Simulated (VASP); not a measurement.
# W (Pm-3m) in VASP: a series of runs

Runs on W. Level: RPBE+D3(BJ). Tasks: relaxation of cell and atoms.

Everything below comes from runs of VASP 6.6.1. Logs are shortened: lines on timing, memory, paths and dates and some standing lists are left out, and cuts for length are marked.

**1. The cell of the first run**

Symmetry: Pm-3m, No. 221, cubic system. Conventional cell: a = 2.590 Å, b = 2.590 Å, c = 2.590 Å, α = 90.00°, β = 90.00°, γ = 90.00°. W (site symmetry m-3m) has 6 W at 2.59 Å within 3.4 Å.

**2. Relaxation of cell and atoms, RPBE+D3(BJ)**

INCAR

```
  ALGO = Normal
  EDIFF = 1E-7
  EDIFFG = -0.02
  ENCUT = 500
  GGA = RP
  GGA_COMPAT = F
  IBRION = 2
  ISIF = 3
  ISMEAR = -1
  IVDW = 12
  LASPH = T
  LCHARG = F
  LREAL = F
  LWAVE = F
  NELM = 120
  NELMIN = 4
  NSW = 80
  PREC = Accurate
  SIGMA = 0.1
```

KPOINTS

```
k-points
0
Gamma
  9 9 9
```

POSCAR

```
W
1.0
    2.5900000000      0.0000000000      0.0000000000
    0.0000000000      2.5900000000      0.0000000000
    0.0000000000      0.0000000000      2.5900000000
W
1
Direct
    0.0000000000      0.0000000000      0.0000000000
```

Potentials or basis: VASP PAW PBE potentials, release 64 (W_sv).

Run with:

```sh
$ cat potpaw_PBE.64/W_sv/POTCAR > POTCAR
$ mpirun -np 1 vasp_std > vasp.out
```

OUTCAR:

```text
EDIFF = 1E-7
   EDIFFG = -0.02
   ENCUT = 500
   GGA = RP
   IBRION = 2
   ISIF = 3
   ISMEAR = -1
   IVDW = 12
   LASPH = T
   LREAL = F
   NELM = 120
   NELMIN = 4
   NSW = 80
   PREC = Accurate
 IVDW          = 12

 ion  position               nearest neighbor table
   1  0.000  0.000  0.000-

  LATTYP: Found a simple cubic cell.
 ALAT       =     2.5900000000

  Lattice vectors:

 A1 = (   2.5900000000,   0.0000000000,   0.0000000000)
 A2 = (   0.0000000000,   2.5900000000,   0.0000000000)
 A3 = (   0.0000000000,   0.0000000000,   2.5900000000)

Analysis of symmetry for initial positions (statically):
=====================================================================
 Subroutine PRICEL returns:
 Original cell was already a primitive cell.

 Routine SETGRP: Setting up the symmetry group for a
 simple cubic supercell.

 Subroutine GETGRP returns: Found 48 space group operations
 (whereof 48 operations were pure point group operations)
 out of a pool of 48 trial point group operations.

The static configuration has the point symmetry O_h .

Analysis of symmetry for dynamics (positions and initial velocities):
=====================================================================
 Subroutine PRICEL returns:
 Original cell was already a primitive cell.

 Routine SETGRP: Setting up the symmetry group for a
 simple cubic supercell.

 Subroutine GETGRP returns: Found 48 space group operations
 (whereof 48 operations were pure point group operations)
 out of a pool of 48 trial point group operations.

The dynamic configuration has the point symmetry O_h .

 Subroutine INISYM returns: Found 48 space group operations
 (whereof 48 operations are pure point group operations),
 and found     1 'primitive' translations

----------------------------------------------------------------------------------------

                                     Primitive cell

  volume of cell :      17.3740

  direct lattice vectors                    reciprocal lattice vectors
     2.590000000  0.000000000  0.000000000     0.386100386  0.000000000  0.000000000
     0.000000000  2.590000000  0.000000000     0.000000000  0.386100386  0.000000000
     0.000000000  0.000000000  2.590000000     0.000000000  0.000000000  0.386100386

  length of vectors
     2.590000000  2.590000000  2.590000000     0.386100386  0.386100386  0.386100386

  position of ions in fractional coordinates (direct lattice)
     0.000000000  0.000000000  0.000000000

  ion indices of the primitive-cell ions
   primitive index   ion index
                 1           1

----------------------------------------------------------------------------------------

 KPOINTS: k-points

Automatic generation of k-mesh.
 Grid dimensions read from file:
 generate k-points for:    9    9    9

 Generating k-lattice:

  Cartesian coordinates                     Fractional coordinates (reciprocal lattice)
     0.042900043  0.000000000  0.000000000     0.111111111  0.000000000  0.000000000
     0.000000000  0.042900043  0.000000000     0.000000000  0.111111111  0.000000000
     0.000000000  0.000000000  0.042900043     0.000000000  0.000000000  0.111111111

  Length of vectors
     0.042900043  0.042900043  0.042900043

  Shift w.r.t. Gamma in fractional coordinates (k-lattice)
     0.000000000  0.000000000  0.000000000

 Subroutine IBZKPT returns following result:
 ===========================================

 Found     35 irreducible k-points:

 Following reciprocal coordinates:
            Coordinates               Weight
  0.000000  0.000000  0.000000      1.000000
  0.111111  0.000000  0.000000      6.000000
  0.222222  0.000000  0.000000      6.000000
  0.333333  0.000000  0.000000      6.000000
  0.444444  0.000000  0.000000      6.000000
  0.111111  0.111111  0.000000     12.000000
[... 16 lines left out ...]
  0.333333  0.333333  0.111111     24.000000
  0.444444  0.333333  0.111111     48.000000
 [... further k-points ...]
   k-points           NKPTS =     35   k-points in BZ     NKDIM =     35   number of bands    NBANDS=     11
   number of dos      NEDOS =    301   number of ions     NIONS =      1
   total plane-waves  NPLWV =   8000
   dimension x,y,z NGX =    20 NGY =   20 NGZ =   20
   dimension x,y,z NGXF=    40 NGYF=   40 NGZF=   40
   ions per type =               1
   NGX,Y,Z   is equivalent  to a cutoff of  12.84, 12.84, 12.84 a.u.
   NGXF,Y,Z  is equivalent  to a cutoff of  25.68, 25.68, 25.68 a.u.
 SYSTEM =  unknown system
   PREC   = accura    normal or accurate (medium, high low for compatibility)
   ISTART =      0    job   : 0-new  1-cont  2-samecut
   ICHARG =      2    charge: 1-file 2-atom 10-const
   ISPIN  =      1    spin polarized calculation?
   LNONCOLLINEAR =      F non collinear calculations
   LSORBIT =      F    spin-orbit coupling
   LASPH  =      T    aspherical Exc in radial PAW
   ENCUT  =  500.0 eV  36.75 Ry    6.06 a.u.   4.72  4.72  4.72*2*pi/ulx,y,z
   NELM   =    120;   NELMIN=  4; NELMDL= -5     # of ELM steps
   EDIFF  = 0.1E-06   stopping-criterion for ELM
   LREAL  =      F    real-space projection
   EDIFFG = -.2E-01   stopping-criterion for IOM
   NSW    =     80    number of steps for IOM
   IBRION =      2    ionic relax: 0-MD 1-quasi-New 2-CG
   NFREE  =      1    steps in history (QN), initial steepest desc. (CG)
   ISIF   =      3    stress and relaxation
   ISYM   =      2    0-nonsym 1-usesym 2-fastsym
   POTIM  = 0.5000    time-step for ionic-motion
   TEBEG  =    0.0;   TEEND  =   0.0 temperature during run
   PSTRESS=    0.0 pullay stress
   NELECT =      14.0000    total number of electrons
   NUPDOWN=      -1.0000    fix difference up-down
   EMIN   =  10.00;   EMAX   =-10.00  energy-range for DOS
   EFERMI =   0.00;   METHOD = LEGACY
   ISMEAR =    -1;   SIGMA  =   0.10  broadening in eV -4-tet -1-fermi 0-gaus
   EFERMI_NEDOS =   21; number of points for ismear=-14 and -15
   IALGO  =     38    algorithm
   IMIX   =      4    mixing-type and parameters
     AMIX     =   0.40;   BMIX     =  1.00
     AMIX_MAG =   1.60;   BMIX_MAG =  1.00
  volume/ion in A,a.u.               =      17.37       117.25
  Fermi-wavevector in a.u.,A,eV,Ry     =   1.523413  2.878834 31.576239  2.320788
  Thomas-Fermi vector in A             =   2.631860
   LORBIT       =      0    0 simple, 1 ext, 2 COOP (PROOUT), +10 PAW based schemes
   GGA     = RP    functional components
   LHFCALC =     F    Hartree Fock is set to
   AEXX    =    0.0000 exact exchange contribution
   IVDW    =    12    specifies the selected vdW correction
   LEPSILON=     F    determine dielectric tensor
   LRPA    =     F    only Hartree local field effects (RPA)
 conjugate gradient relaxation of ions
 non-spin polarized calculation
  energy-cutoff  :      500.00
  volume of cell :       17.37
 maximum number of plane-waves:       461
 NGX is ok and might be reduce to    20
   NGX =  9   NGY =  9   NGZ =  9

--------------------------------------- Ionic step        1  -------------------------------------------

 number of electron      14.0000004 magnetization

 Free energy of the ion-electron system (eV)
  ---------------------------------------------------
  ext. energy  EPLUGINS =         0.00000000
  ---------------------------------------------------
  free energy    TOTEN  =       -10.89964983 eV

  energy without entropy =      -10.85827638  energy(sigma->0) =      -10.87896310

------------------------ aborting loop because EDIFF is reached ----------------------------------------

 Edisp (eV)   -4.16625

 E8    (eV) :    -3.0406

  FORCE on cell =-STRESS in cart. coord.  units (eV):
  Direction    XX          YY          ZZ          XY          YZ          ZX
  --------------------------------------------------------------------------------------
  -------------------------------------------------------------------------------------
  Total      -2.83070    -2.83070    -2.83070     0.00000    -0.00000     0.00000
  in kB    -261.03890  -261.03890  -261.03890     0.00000    -0.00000     0.00000
  external pressure =     -261.04 kB  Pullay stress =        0.00 kB

 VOLUME and BASIS-vectors are now :
 -----------------------------------------------------------------------------
  energy-cutoff  :      500.00
  volume of cell :       17.37
      direct lattice vectors                 reciprocal lattice vectors
     2.590000000  0.000000000  0.000000000     0.386100386  0.000000000  0.000000000
     0.000000000  2.590000000  0.000000000     0.000000000  0.386100386  0.000000000
     0.000000000  0.000000000  2.590000000     0.000000000  0.000000000  0.386100386
[... 118 lines left out ...]
 POSITION                                       TOTAL-FORCE (eV/Angst)
 -----------------------------------------------------------------------------------
      0.00000      0.00000      0.00000        -0.000000     -0.000000      0.000000
 -----------------------------------------------------------------------------------
    total drift:                                0.000000      0.000000      0.000000

  FREE ENERGIE OF THE ION-ELECTRON SYSTEM (eV)
  ---------------------------------------------------
  free  energy   TOTEN  =       -15.2247604567 eV

  energy  without entropy=      -15.1946779079  energy(sigma->0) =      -15.20971918

--------------------------------------- Ionic step        5  -------------------------------------------

 number of electron      13.9999996 magnetization

 Free energy of the ion-electron system (eV)
  ---------------------------------------------------
  ext. energy  EPLUGINS =         0.00000000
  ---------------------------------------------------
  free energy    TOTEN  =       -10.51967104 eV

  energy without entropy =      -10.49026264  energy(sigma->0) =      -10.50496684

 E-fermi :  11.7492     XC(G=0): -13.5292

 val. band max:       11.7161068469   @ k =   0.4444   0.3333   0.1111
 cond. band min:      11.9883995819   @ k =   0.4444   0.4444   0.1111
 fundamental gap:      0.2722927350
 Fermi energy:        11.7492251332

 k-point     1 :       0.0000    0.0000    0.0000
  band No.  band energies     occupation
      1     -62.3856      2.00000
      2     -25.7081      2.00000
      3     -25.7081      2.00000
      4     -25.7081      2.00000
      5       2.2653      2.00000
      6       6.3867      2.00000
      7       6.3867      2.00000
      8      17.5021      0.00000
      9      17.5021      0.00000
     10      17.5021      0.00000
     11      27.7760      0.00000

 k-point     2 :       0.1111    0.0000    0.0000
  band No.  band energies     occupation
      1     -62.3644      2.00000
      2     -25.9725      2.00000
      3     -25.6859      2.00000
      4     -25.6859      2.00000
      5       2.7256      2.00000
      6       6.5110      2.00000
      7       6.9464      2.00000
      8      16.6667      0.00000
      9      16.6667      0.00000
     10      17.5615      0.00000
     11      25.7910      0.00000
[... 295 lines left out ...]
 k-point    24 :       0.4444    0.3333    0.1111
  band No.  band energies     occupation
      1     -62.0544      2.00000
      2     -27.4421      2.00000
      3     -26.9832      2.00000
      4     -25.6252      2.00000
      5       5.9770      2.00000
      6       8.7727      2.00000
      7      11.7161      1.16409
      8      12.4391      0.00202
      9      15.0467      0.00000
     10      17.7863      0.00000
     11      22.9635      0.00000

 [... further k-points ...]

------------------------ aborting loop because EDIFF is reached ----------------------------------------

 Edisp (eV)   -4.70555

 E8    (eV) :    -3.4388

  FORCE on cell =-STRESS in cart. coord.  units (eV):
  Direction    XX          YY          ZZ          XY          YZ          ZX
  --------------------------------------------------------------------------------------
  -------------------------------------------------------------------------------------
  Total       0.00200     0.00200     0.00200    -0.00000    -0.00000     0.00000
  in kB       0.20582     0.20582     0.20582    -0.00000    -0.00000     0.00000
  external pressure =        0.21 kB  Pullay stress =        0.00 kB

 VOLUME and BASIS-vectors are now :
 -----------------------------------------------------------------------------
  energy-cutoff  :      500.00
  volume of cell :       15.60
      direct lattice vectors                 reciprocal lattice vectors
     2.498632026 -0.000000000  0.000000000     0.400218996 -0.000000000  0.000000000
     0.000000000  2.498632026  0.000000000     0.000000000  0.400218996  0.000000000
    -0.000000000 -0.000000000  2.498632026    -0.000000000 -0.000000000  0.400218996

 POSITION                                       TOTAL-FORCE (eV/Angst)
 -----------------------------------------------------------------------------------
      0.00000      0.00000      0.00000        -0.000000     -0.000000      0.000000
 -----------------------------------------------------------------------------------
    total drift:                                0.000000      0.000000      0.000000

  FREE ENERGIE OF THE ION-ELECTRON SYSTEM (eV)
  ---------------------------------------------------
  free  energy   TOTEN  =       -15.2252248307 eV

  energy  without entropy=      -15.1958164233  energy(sigma->0) =      -15.21052063

 reached required accuracy - stopping structural energy minimisation
```

Run time: 9.9 s. Hardware: 1 thread of Intel Xeon 6975P-C (Granite Rapids), shared host; peak memory 0.14 GiB.

What came out:

```
Free energy                            : -15.2252 eV
Relaxed volume                         : 15.60 Å³/atom
Relaxed cell                           : a = 2.499 Å, b = 2.499 Å, c = 2.499 Å, α = 90.00°, β = 90.00°, γ = 90.00°
Space group after relaxing (to 0.05 Å) : Pm-3m (No. 221)
Energy gained by relaxing              : 159.3 meV/atom
Ionic steps                            : 5
Pressure after relaxing                : 0.0 GPa
Band gap on the k mesh                 : zero (band 7 reaches 13.72 eV, above the bottom of band 8 at 11.18 eV)
Dispersion energy per atom             : -4.706 eV
```

The path:
```
step  energy change (eV)  largest force (eV/Å)  pressure (GPa)  volume (Å³)
   1              0.0000                0.0000          -26.10        17.37
   2              2.0434                0.0000          215.29        11.18
   3             -0.1561                0.0000           -4.42        15.83
   4             -0.1589                0.0000           -1.69        15.69
   5             -0.1593                0.0000            0.02        15.60
```

Final structure:
```
W
1.0
     2.49863    0.00000    0.00000
     0.00000    2.49863    0.00000
     0.00000    0.00000    2.49863
W
1
Direct
  0.00000 0.00000 0.00000
```

Caveat: the PAW data sets were made with another functional, which shifts forces and pressure a little; spin-orbit coupling is left out, which moves the levels of the heavy elements; pairwise dispersion overbinds metals, which lowers pressure and volume.

[end of part 1 of 2]
